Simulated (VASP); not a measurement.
# Mn2ZnAs2: single point with PBE

Mn2ZnAs2:

```
Mn Zn As
1.0
     3.89802    0.00000    0.00000
    -1.94901    3.37579    0.00000
     0.00000    0.00000    6.24977
Mn Zn As
2 1 2
Direct
  0.33333 0.66667 0.36944
  0.66667 0.33333 0.63056
  0.00000 0.00000 0.00000
  0.33333 0.66667 0.76793
  0.66667 0.33333 0.23207
```

```
Program             : VASP 6.6.1
Task                : single point
Functional          : PBE
Potentials or basis : VASP PAW PBE potentials, release 64 (Mn_pv, Zn, As)
Cutoff              : 520 eV
k mesh              : 12 × 12 × 6
Occupations         : gaussian, width 0.1 eV
Spin                : no spin polarisation
```

| Item | Value |
| --- | --- |
| Pressure | -6.2 GPa |
| Largest force | 1.685 eV/Å |
| Band gap on the k mesh | zero (band 24 reaches 6.05 eV, above the bottom of band 25 at 5.78 eV) |

Forces in eV/Å, atoms in the order of the input:
```
Mn   0.000  0.000  0.803
Mn   0.000  0.000 -0.803
Zn   0.000  0.000  0.000
As   0.000  0.000 -1.685
As   0.000  0.000  1.685
```

Stress tensor (GPa, compression positive):
```
-4.24  0.00  0.00
 0.00 -4.24  0.00
 0.00  0.00 -9.98
```

Levels at points of the mesh, in eV from the Fermi level:
| k point | band 22 | band 23 | band 24 | band 25 | band 26 | band 27 |
| --- | --- | --- | --- | --- | --- | --- |
| (0.00, 0.00, 0.00) | -0.02 | -0.02 | 0.02 | 1.71 | 2.03 | 2.17 |
| (0.50, 0.00, 0.00) | -0.68 | -0.37 | -0.16 | 0.05 | 0.12 | 0.20 |
| (0.00, 0.00, 0.50) | -0.07 | 0.07 | 0.07 | 1.18 | 2.22 | 2.22 |
| (0.50, 0.00, 0.50) | -0.86 | -0.68 | -0.11 | -0.06 | 0.18 | 0.53 |

Wall time 5.3 min on 1 thread of Intel Xeon 6975P-C, on a shared host, peak memory 0.39 GiB.

Caveat: forces of over 1 eV/Å act on the atoms, so gaps and moduli don't describe the material at rest. Spin polarisation is off, so any magnetic state and its effect on volume and gap are missing.
